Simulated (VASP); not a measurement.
# KTaO3 (Pm-3m) in VASP: a series of runs, part 2 of 2

VASP 6.6.1.

### Step 3. Electric field gradients, LDA

This run uses another cell than the first one, of 12.69 Å³/atom, 0.943 times its volume.

INCAR

```
SYSTEM = KTaO3
ALGO     = Normal         ! electronic algorithm
EDIFF    = 1E-8           ! SCF threshold, eV
ENCUT    = 520            ! plane-wave cutoff, eV
GGA_COMPAT= .FALSE.      
ISIF     = 2              ! what is computed and relaxed
ISMEAR   = -1             ! smearing method
LASPH    = .TRUE.         ! aspherical terms in the spheres
LCHARG   = .FALSE.        ! write CHGCAR
LEFG     = .TRUE.       
LREAL    = .FALSE.        ! projectors in reciprocal space
LWAVE    = .FALSE.        ! write WAVECAR
NBANDS   = 28             ! bands
NELM     = 120            ! most SCF steps
PREC     = Accurate       ! precision mode
SIGMA    = 0.01           ! smearing width, eV
```

KPOINTS

```
k-points
0
G
  5 5 5
  0 0 0
```

POSCAR

```
KTaO3
1.0
    3.9883000000      0.0000000000      0.0000000000
    0.0000000000      3.9883000000      0.0000000000
    0.0000000000      0.0000000000      3.9883000000
K Ta O
1 1 3
Direct
    0.5000000000      0.5000000000      0.5000000000
    0.0000000000      0.0000000000      0.0000000000
    0.5000000000      0.0000000000      0.0000000000
    0.0000000000      0.5000000000      0.0000000000
    0.0000000000      0.0000000000      0.5000000000
```

Potentials or basis: VASP PAW LDA potentials, release 64 (K_sv, Ta_sv_GW, O).

Command:

```sh
$ cat potpaw_LDA.64/K_sv/POTCAR potpaw_LDA.64/Ta_sv_GW/POTCAR potpaw_LDA.64/O/POTCAR > POTCAR
$ mpirun -np 1 vasp_std > vasp.out
```

OUTCAR:

```text
SYSTEM = KTaO3
   EDIFF = 1E-8
   ENCUT = 520
   ISIF = 2
   ISMEAR = -1
   LASPH = .TRUE.
   LREAL = .FALSE.
   NELM = 120
   PREC = Accurate

 ion  position               nearest neighbor table
   1  0.500  0.500  0.500-   3 2.82   4 2.82   5 2.82   3 2.82   4 2.82   3 2.82   5 2.82   3 2.82
                             4 2.82   5 2.82   4 2.82   5 2.82   2 3.45   2 3.45   2 3.45   2 3.45
   2  0.000  0.000  0.000-   3 1.99   4 1.99   5 1.99   5 1.99   4 1.99   3 1.99   1 3.45   1 3.45
                             1 3.45   1 3.45   1 3.45   1 3.45   1 3.45   1 3.45
   3  0.500  0.000  0.000-   2 1.99   2 1.99   1 2.82   1 2.82   1 2.82   1 2.82
   4  0.000  0.500  0.000-   2 1.99   2 1.99   1 2.82   1 2.82   1 2.82   1 2.82
   5  0.000  0.000  0.500-   2 1.99   2 1.99   1 2.82   1 2.82   1 2.82   1 2.82

  LATTYP: Found a simple cubic cell.
 ALAT       =     3.9883000000

  Lattice vectors:

 A1 = (   3.9883000000,   0.0000000000,   0.0000000000)
 A2 = (   0.0000000000,   3.9883000000,   0.0000000000)
 A3 = (   0.0000000000,   0.0000000000,   3.9883000000)

Analysis of symmetry for initial positions (statically):
[... 507 lines left out ...]
 -----------------------------------------------------------------------------------
    total drift:                                0.000000     -0.000000      0.000000

  FREE ENERGIE OF THE ION-ELECTRON SYSTEM (eV)
  ---------------------------------------------------
  free  energy   TOTEN  =       -47.5837089910 eV

  energy  without entropy=      -47.5837089910  energy(sigma->0) =      -47.58370899

 Electric field gradients (V/A^2)
---------------------------------------------------------------------
 ion       V_xx      V_yy      V_zz      V_xy      V_xz      V_yz
---------------------------------------------------------------------
   1      -0.000    -0.000     0.000    -0.000    -0.000    -0.000
   2       0.000    -0.000    -0.000     0.000     0.000    -0.000
   3      14.253    -7.127    -7.127    -0.000     0.000     0.000
   4      -7.127    14.253    -7.127     0.000     0.000    -0.000
   5      -7.127    -7.127    14.253     0.000     0.000    -0.000
---------------------------------------------------------------------

 Electric field gradients after diagonalization (V/A^2)
 (convention: |V_zz| > |V_xx| > |V_yy|)
----------------------------------------------------------------------
 ion       V_xx      V_yy      V_zz     asymmetry (V_yy - V_xx)/ V_zz
----------------------------------------------------------------------
   1      -0.000     0.000    -0.000      -0.955
   2       0.000    -0.000    -0.000       0.986
   3      -7.127    -7.127    14.253       0.000
   4      -7.127    -7.127    14.253       0.000
   5      -7.127    -7.127    14.253       0.000
----------------------------------------------------------------------

           NMR quadrupolar parameters

 Cq : quadrupolar parameter    Cq=e*Q*V_zz/h
 eta: asymmetry parameters     (V_yy - V_xx)/ V_zz
 Q  : nuclear electric quadrupole moment in mb (millibarn)
----------------------------------------------------------------------
 ion       Cq(MHz)       eta       Q (mb)
----------------------------------------------------------------------
   1      -0.000      -0.955       1.000
   2      -0.000       0.986       1.000
   3       0.034       0.000       1.000
   4       0.034       0.000       1.000
   5       0.034       0.000       1.000
----------------------------------------------------------------------
```

stdout:

```text
POSCAR found type information on POSCAR K TaO
 POSCAR found :  3 types and       5 ions
 scaLAPACK will be used
 LDA part: xc-table for (Slater(with rela. corr.)+CA(PZ))
 , standard interpolation
 POSCAR, INCAR and KPOINTS ok, starting setup
 FFT: planning ... GRIDC
 FFT: planning ... GRID_SOFT
 FFT: planning ... GRID
 WAVECAR not read
 entering main loop
ion   1

ion   2

ion   3

ion   4

ion   5
```

Run time: 12 s. Hardware: 1 thread of Intel Xeon 6975P-C (Granite Rapids), shared host; peak memory 0.16 GiB.

Results:

```
Free energy            : -47.5837 eV
Pressure               : -4.9 GPa
Band gap on the k mesh : 2.16 eV, indirect (least direct gap 2.67 eV)
```

Levels at points of the mesh, in eV from the valence-band top:
| k point | band 17 | band 18 | band 19 | band 20 | band 21 | band 22 | band 23 | band 24 |
| --- | --- | --- | --- | --- | --- | --- | --- | --- |
| (0.00, 0.00, 0.00) | -0.96 | -0.51 | -0.51 | -0.51 | 2.16 | 2.16 | 2.16 | 6.49 |

Electric field gradients, principal values (V/Å²):
| atom | least | middle | greatest (by size) |
| --- | --- | --- | --- |
| 1 K | 0.000 | 0.000 | 0.000 |
| 2 Ta | 0.000 | 0.000 | 0.000 |
| 3 O | -7.127 | -7.127 | 14.253 |
| 4 O | -7.127 | -7.127 | 14.253 |
| 5 O | -7.127 | -7.127 | 14.253 |

Caveat: without QUAD_EFG the Cq values of the log hold for a quadrupole moment of 1 mb, not for the nuclei; spin-orbit coupling is left out, which moves the levels of the heavy elements.
